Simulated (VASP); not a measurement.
# Ti2O (P-3m1) in VASP: further runs

The runs below take Ti2O through single point, relaxation of shape and atoms at fixed volume, with PBEsol.

All numbers are computed with VASP 6.6.1; they aren't measurements. Logs are shortened: lines on timing, memory, paths and dates and some standing lists are left out, and cuts for length are marked.

**1. The cell of the first run**

It takes space group P-3m1 (No. 164, trigonal). Conventional cell: a = 3.042 Å, b = 3.042 Å, c = 4.639 Å, α = 90.00°, β = 90.00°, γ = 120.00°. Ti (site symmetry 3m) has 3 O at 2.13 Å within 2.8 Å. Within 2.8 Å of O (site symmetry -3m) lie 6 Ti at 2.13 Å.

**2. Single point, PBEsol (biaxial strain in the a-b plane: +3.0 %)**

INCAR reads:

```
ALGO = Normal ; EDIFF = 1E-6
ENCUT = 520 ; GGA = PS
ISIF = 2 ; ISMEAR = 0
LASPH = True ; LCHARG = True
LELF = True ; LREAL = False
LVHAR = True ; LWAVE = False
NBANDS = 22 ; NELM = 60
PREC = Accurate ; SIGMA = 0.1
```

KPOINTS reads:

```
k-points
0
Gamma
  24 24 12
```

POSCAR reads:

```
Ti2O
1.0
    3.0415405374      0.0000000000      0.0000000000
   -1.5207702687      2.6340513720      0.0000000000
    0.0000000000      0.0000000000      4.6387064540
Ti O
2 1
Direct
    0.6666666667      0.3333333333      0.2584375626
    0.3333333333      0.6666666667      0.7415624374
    0.0000000000      0.0000000000      0.0000000000
```

Potentials or basis: VASP PAW PBE potentials, release 64 (Ti_sv, O).

Command:

```
$ cat potpaw_PBE.64/Ti_sv/POTCAR potpaw_PBE.64/O/POTCAR > POTCAR
$ mpirun -np 1 vasp_std > vasp.out
```

OUTCAR:

```text
EDIFF = 1E-6
   ENCUT = 520
   GGA = PS
   ISIF = 2
   ISMEAR = 0
   LASPH = True
   LREAL = False
   NELM = 60
   PREC = Accurate

 ion  position               nearest neighbor table
   1  0.667  0.333  0.258-   3 2.13   3 2.13   3 2.13   2 2.85   2 2.85   2 2.85
   2  0.333  0.667  0.742-   3 2.13   3 2.13   3 2.13   1 2.85   1 2.85   1 2.85
   3  0.000  0.000  0.000-   1 2.13   2 2.13   2 2.13   1 2.13   1 2.13   2 2.13

  LATTYP: Found a hexagonal cell.
 ALAT       =     3.0415405374
 C/A-ratio  =     1.5251174189

  Lattice vectors:

 A1 = (   3.0415405374,   0.0000000000,   0.0000000000)
 A2 = (  -1.5207702687,   2.6340513720,   0.0000000000)
 A3 = (   0.0000000000,   0.0000000000,   4.6387064540)

Analysis of symmetry for initial positions (statically):
=====================================================================
 Subroutine PRICEL returns:
 Original cell was already a primitive cell.

 Routine SETGRP: Setting up the symmetry group for a
 hexagonal supercell.

 Subroutine GETGRP returns: Found 12 space group operations
 (whereof 12 operations were pure point group operations)
 out of a pool of 24 trial point group operations.

The static configuration has the point symmetry D_3d.

Analysis of symmetry for dynamics (positions and initial velocities):
=====================================================================
 Subroutine PRICEL returns:
 Original cell was already a primitive cell.

 Routine SETGRP: Setting up the symmetry group for a
 hexagonal supercell.

 Subroutine GETGRP returns: Found 12 space group operations
 (whereof 12 operations were pure point group operations)
 out of a pool of 24 trial point group operations.

The dynamic configuration has the point symmetry D_3d.

 Subroutine INISYM returns: Found 12 space group operations
 (whereof 12 operations are pure point group operations),
 and found     1 'primitive' translations

----------------------------------------------------------------------------------------

                                     Primitive cell

  volume of cell :      37.1633

  direct lattice vectors                    reciprocal lattice vectors
     3.041540537  0.000000000  0.000000000     0.328780757  0.189821658  0.000000000
    -1.520770269  2.634051372  0.000000000     0.000000000  0.379643317  0.000000000
     0.000000000  0.000000000  4.638706454     0.000000000  0.000000000  0.215577340

  length of vectors
     3.041540537  3.041540537  4.638706454     0.379643317  0.379643317  0.215577340

  position of ions in fractional coordinates (direct lattice)
     0.666666667  0.333333333  0.258437563
     0.333333333  0.666666667  0.741562437
     0.000000000  0.000000000  0.000000000

  ion indices of the primitive-cell ions
   primitive index   ion index
                 1           1
                 2           2
                 3           3

----------------------------------------------------------------------------------------

 KPOINTS: k-points

Automatic generation of k-mesh.
 Grid dimensions read from file:
 generate k-points for:   24   24   12

 Generating k-lattice:

  Cartesian coordinates                     Fractional coordinates (reciprocal lattice)
     0.013699198  0.007909236  0.000000000     0.041666667  0.000000000  0.000000000
     0.000000000  0.015818472  0.000000000     0.000000000  0.041666667  0.000000000
     0.000000000  0.000000000  0.017964778     0.000000000  0.000000000  0.083333333

  Length of vectors
     0.015818472  0.015818472  0.017964778

  Shift w.r.t. Gamma in fractional coordinates (k-lattice)
     0.000000000  0.000000000  0.000000000

 Subroutine IBZKPT returns following result:
 ===========================================

 Found    667 irreducible k-points:

 Following reciprocal coordinates:
            Coordinates               Weight
  0.000000  0.000000  0.000000      1.000000
  0.041667 -0.000000  0.000000      6.000000
  0.083333  0.000000  0.000000      6.000000
  0.125000  0.000000  0.000000      6.000000
  0.166667  0.000000  0.000000      6.000000
  0.208333 -0.000000  0.000000      6.000000
[... 16 lines left out ...]
  0.416667  0.041667  0.000000     12.000000
  0.458333  0.041667  0.000000     12.000000
 [... further k-points ...]
   k-points           NKPTS =    667   k-points in BZ     NKDIM =    667   number of bands    NBANDS=     22
   number of dos      NEDOS =    301   number of ions     NIONS =      3
   total plane-waves  NPLWV =  20736
   dimension x,y,z NGX =    24 NGY =   24 NGZ =   36
   dimension x,y,z NGXF=    48 NGYF=   48 NGZF=   72
   ions per type =               2   1
   NGX,Y,Z   is equivalent  to a cutoff of  13.12, 13.12, 12.90 a.u.
   NGXF,Y,Z  is equivalent  to a cutoff of  26.24, 26.24, 25.80 a.u.
 SYSTEM =  unknown system
   PREC   = accura    normal or accurate (medium, high low for compatibility)
   ISTART =      0    job   : 0-new  1-cont  2-samecut
   ICHARG =      2    charge: 1-file 2-atom 10-const
   ISPIN  =      1    spin polarized calculation?
   LNONCOLLINEAR =      F non collinear calculations
   LSORBIT =      F    spin-orbit coupling
   LASPH  =      T    aspherical Exc in radial PAW
   ENCUT  =  520.0 eV  38.22 Ry    6.18 a.u.   5.66  5.66  8.62*2*pi/ulx,y,z
   NELM   =     60;   NELMIN=  2; NELMDL= -5     # of ELM steps
   EDIFF  = 0.1E-05   stopping-criterion for ELM
   LREAL  =      F    real-space projection
   EDIFFG = 0.1E-04   stopping-criterion for IOM
   NSW    =      0    number of steps for IOM
   IBRION =     -1    ionic relax: 0-MD 1-quasi-New 2-CG
   NFREE  =      0    steps in history (QN), initial steepest desc. (CG)
   ISIF   =      2    stress and relaxation
   ISYM   =      2    0-nonsym 1-usesym 2-fastsym
   POTIM  = 0.5000    time-step for ionic-motion
   TEBEG  =    0.0;   TEEND  =   0.0 temperature during run
   PSTRESS=    0.0 pullay stress
   NELECT =      30.0000    total number of electrons
   NUPDOWN=      -1.0000    fix difference up-down
   EMIN   =  10.00;   EMAX   =-10.00  energy-range for DOS
   EFERMI =   0.00;   METHOD = LEGACY
   ISMEAR =     0;   SIGMA  =   0.10  broadening in eV -4-tet -1-fermi 0-gaus
   EFERMI_NEDOS =   21; number of points for ismear=-14 and -15
   IALGO  =     38    algorithm
   IMIX   =      4    mixing-type and parameters
     AMIX     =   0.40;   BMIX     =  1.00
     AMIX_MAG =   1.60;   BMIX_MAG =  1.00
  volume/ion in A,a.u.               =      12.39        83.60
  Fermi-wavevector in a.u.,A,eV,Ry     =   1.524323  2.880553 31.613961  2.323561
  Thomas-Fermi vector in A             =   2.632646
   LORBIT       =      0    0 simple, 1 ext, 2 COOP (PROOUT), +10 PAW based schemes
   GGA     = PS    functional components
   LHFCALC =     F    Hartree Fock is set to
   AEXX    =    0.0000 exact exchange contribution
   IVDW    =     0    specifies the selected vdW correction
   LEPSILON=     F    determine dielectric tensor
   LRPA    =     F    only Hartree local field effects (RPA)
 non-spin polarized calculation
 Gauss-broadening in eV      SIGMA  =   0.10
  energy-cutoff  :      520.00
  volume of cell :       37.16
 maximum number of plane-waves:      1019
 NGX is ok and might be reduce to    24
   NGX = 11   NGY = 11   NGZ = 17

 number of electron      30.0000004 magnetization

 Free energy of the ion-electron system (eV)
  ---------------------------------------------------
  ext. energy  EPLUGINS =         0.00000000
  ---------------------------------------------------
  free energy    TOTEN  =       -27.54835146 eV

  energy without entropy =      -27.54303511  energy(sigma->0) =      -27.54569329

 E-fermi :   9.5533     XC(G=0): -12.3577

 val. band max:        9.5519691646   @ k =   0.1250   0.0417   0.0833
 cond. band min:       9.5537775895   @ k =   0.0417   0.0417   0.5000
 fundamental gap:      0.0018084249
 Fermi energy:         9.5533072704

 k-point     1 :       0.0000    0.0000    0.0000
  band No.  band energies     occupation
      1     -47.4947      2.00000
      2     -47.3608      2.00000
      3     -24.2186      2.00000
      4     -23.6654      2.00000
      5     -23.6654      2.00000
      6     -23.5679      2.00000
[... 14 lines left out ...]
     21      10.7404      0.00000
     22      13.5369      0.00000

 k-point     2 :       0.0417   -0.0000    0.0000
  band No.  band energies     occupation
      1     -47.4933      2.00000
      2     -47.3604      2.00000
      3     -24.2143      2.00000
      4     -23.6724      2.00000
      5     -23.6682      2.00000
      6     -23.5754      2.00000
[... 14 lines left out ...]
     21      10.8224      0.00000
     22      13.3964      0.00000

 k-point     3 :       0.0833    0.0000    0.0000
  band No.  band energies     occupation
      1     -47.4892      2.00000
      2     -47.3594      2.00000
      3     -24.2015      2.00000
      4     -23.6931      2.00000
      5     -23.6760      2.00000
      6     -23.5968      2.00000
[... 14 lines left out ...]
     21      11.0037      0.00000
     22      13.1333      0.00000

 k-point     4 :       0.1250    0.0000    0.0000
  band No.  band energies     occupation
      1     -47.4825      2.00000
      2     -47.3577      2.00000
      3     -24.1808      2.00000
      4     -23.7265      2.00000
      5     -23.6880      2.00000
      6     -23.6298      2.00000
[... 14 lines left out ...]
     21      11.2204      0.00000
     22      12.8722      0.00000

 k-point     5 :       0.1667    0.0000    0.0000
  band No.  band energies     occupation
      1     -47.4736      2.00000
      2     -47.3557      2.00000
      3     -24.1530      2.00000
      4     -23.7709      2.00000
      5     -23.7031      2.00000
      6     -23.6710      2.00000
[... 14 lines left out ...]
     21      11.5842      0.00000
     22      12.6479      0.00000

 k-point     6 :       0.2083   -0.0000    0.0000
  band No.  band energies     occupation
      1     -47.4630      2.00000
      2     -47.3536      2.00000
      3     -24.1194      2.00000
      4     -23.8236      2.00000
      5     -23.7200      2.00000
      6     -23.7166      2.00000
[... 14 lines left out ...]
     21      11.9504      0.00000
     22      12.4903      0.00000

 k-point     7 :       0.2500    0.0000    0.0000
  band No.  band energies     occupation
      1     -47.4512      2.00000
      2     -47.3518      2.00000
      3     -24.0821      2.00000
      4     -23.8803      2.00000
      5     -23.7632      2.00000
      6     -23.7375      2.00000
[... 324 lines left out ...]
      6     -23.7595      2.00000
[... 14 lines left out ...]
     21      12.2291      0.00000
     22      12.9693      0.00000

 k-point    21 :       0.3333    0.0417    0.0000
  band No.  band energies     occupation
      1     -47.4201      2.00000
      2     -47.3501      2.00000
      3     -24.0416      2.00000
      4     -23.9502      2.00000
      5     -23.8689      2.00000
      6     -23.7766      2.00000
[... 14 lines left out ...]
     21      12.2993      0.00000
     22      12.8415      0.00000

 k-point    22 :       0.3750    0.0417    0.0000
  band No.  band energies     occupation
      1     -47.4095      2.00000
      2     -47.3509      2.00000
      3     -24.0761      2.00000
      4     -23.9192      2.00000
      5     -23.8947      2.00000
      6     -23.7899      2.00000
[... 14 lines left out ...]
     21      12.3766      0.00000
     22      12.6907      0.00000

 k-point    23 :       0.4167    0.0417    0.0000
  band No.  band energies     occupation
      1     -47.4013      2.00000
      2     -47.3523      2.00000
      3     -24.1038      2.00000
      4     -23.9190      2.00000
      5     -23.8829      2.00000
      6     -23.7991      2.00000
[... 14 lines left out ...]
     21      12.4309      0.00000
     22      12.5465      0.00000

 k-point    24 :       0.4583    0.0417    0.0000
  band No.  band energies     occupation
      1     -47.3966      2.00000
      2     -47.3535      2.00000
      3     -24.1185      2.00000
      4     -23.9284      2.00000
      5     -23.8640      2.00000
      6     -23.8038      2.00000
[... 14 lines left out ...]
     21      12.4239      0.00000
     22      12.4686      0.00000

 [... further k-points ...]

------------------------ aborting loop because EDIFF is reached ----------------------------------------

  FORCE on cell =-STRESS in cart. coord.  units (eV):
  Direction    XX          YY          ZZ          XY          YZ          ZX
  --------------------------------------------------------------------------------------
  -------------------------------------------------------------------------------------
  Total       -2.3050209     -2.3050209     -0.0392631      0.0000000     -0.0000000      0.0000000
  in kB      -99.3735267    -99.3735267     -1.6927031      0.0000000     -0.0000000      0.0000000
  external PRESSURE =     -66.8132522 kB  Pullay stress =       0.0000000 kB

 VOLUME and BASIS-vectors are now :
 -----------------------------------------------------------------------------
  energy-cutoff  :      520.00
  volume of cell :       37.16
      direct lattice vectors                 reciprocal lattice vectors
     3.041540537  0.000000000  0.000000000     0.328780757  0.189821658  0.000000000
    -1.520770269  2.634051372  0.000000000     0.000000000  0.379643317  0.000000000
     0.000000000  0.000000000  4.638706454     0.000000000  0.000000000  0.215577340

 POSITION                                       TOTAL-FORCE (eV/Angst)
 -----------------------------------------------------------------------------------
      1.52077      0.87802      1.19882         0.000000      0.000000     -0.091744
     -0.00000      1.75603      3.43989        -0.000000      0.000000      0.091744
      0.00000      0.00000      0.00000        -0.000000      0.000000      0.000000
 -----------------------------------------------------------------------------------
    total drift:                               -0.000000      0.000000     -0.000000

  FREE ENERGIE OF THE ION-ELECTRON SYSTEM (eV)
  ---------------------------------------------------
  free  energy   TOTEN  =       -27.5483514626 eV

  energy  without entropy=      -27.5430351149  energy(sigma->0) =      -27.54569329
```

Wall time 5 min (1 thread of Intel Xeon Platinum 8124M at 3.00GHz (Skylake/Cascade Lake), shared host); peak memory 0.54 GiB.

What came out:

```
Free energy            : -27.5484 eV
Pressure               : -6.7 GPa
Largest force          : 0.092 eV/Å
Band gap on the k mesh : zero (band 15 reaches 10.04 eV, above the bottom of band 16 at 9.23 eV)
```

Forces on the atoms (eV/Å):
```
Ti   0.000  0.000 -0.092
Ti   0.000  0.000  0.092
O    0.000  0.000  0.000
```

Stress tensor (GPa, compression positive):
```
-9.94  0.00  0.00
 0.00 -9.94  0.00
 0.00  0.00 -0.17
```

Caveat: the cell differs from its parent crystal (biaxial strain in the a-b plane: +3.0 %); the PAW data sets were made with another functional, which shifts forces and pressure a little.

**3. Single point, PBEsol (equal strain along all axes, cell held: +3.0 %, then relaxed in part)**

INCAR reads:

```
SYSTEM = Ti2O
ALGO = Normal ; EDIFF = 1E-7
ENCUT = 520 ; GGA = PS
ISIF = 2 ; ISMEAR = 0
LASPH = .TRUE. ; LCHARG = .FALSE.
LREAL = .FALSE. ; LWAVE = .FALSE.
NBANDS = 22 ; NELM = 60
PREC = Accurate ; SIGMA = 0.1
```

KPOINTS reads:

```
k-points
0
G
  24 24 12
  0 0 0
```

POSCAR reads:

```
Ti2O
1.0
    3.0415405386      0.0000000000      0.0000000000
   -1.5207702693      2.6340513730      0.0000000000
    0.0000000000      0.0000000000      4.8654456650
Ti O
2 1
Direct
    0.6666666667      0.3333333333      0.2588045440
    0.3333333333      0.6666666667      0.7411954560
    0.0000000000      0.0000000000      0.0000000000
```

Potentials or basis: VASP PAW PBE potentials, release 64 (Ti_sv, O).

Command:

```
$ cat potpaw_PBE.64/Ti_sv/POTCAR potpaw_PBE.64/O/POTCAR > POTCAR
$ mpirun -np 1 vasp_std > vasp.out
```

Run time: 21 min. Hardware: 1 thread of AMD EPYC 7R13, shared host; peak memory 0.53 GiB.

Results (log left out):

| Item | Value |
| --- | --- |
| Free energy | -27.4604 eV |
| Pressure | -14.1 GPa |
| Largest force | 0.033 eV/Å |
| Band gap on the k mesh | zero (band 15 reaches 9.37 eV, above the bottom of band 16 at 8.69 eV) |

Forces on the atoms (eV/Å):
```
Ti   0.000  0.000  0.033
Ti   0.000  0.000 -0.033
O    0.000  0.000  0.000
```

Stress tensor (GPa, compression positive):
```
-13.72   0.00   0.00
  0.00 -13.72   0.00
  0.00   0.00 -14.95
```

Levels at points of the mesh, in eV from the Fermi level:
```tsv
k point	band 12	band 13	band 14	band 15	band 16	band 17	band 18	band 19
(0.00, 0.00, 0.00)	-6.09	-3.69	0.03	0.16	0.51	0.51	0.89	0.89
(0.50, 0.00, 0.00)	-6.44	-2.39	-1.22	-0.57	1.17	1.57	2.50	2.52
(0.00, 0.00, 0.50)	-6.14	-1.86	-1.39	0.07	0.07	1.10	1.79	1.79
(0.50, 0.00, 0.50)	-6.39	-1.59	-1.15	-0.63	-0.07	1.03	2.31	2.47
```

Caveat: the cell differs from its parent crystal (equal strain along all axes, cell held: +3.0 %, then relaxed in part); the PAW data sets were made with another functional, which shifts forces and pressure a little.

[end of part 1 of 2]
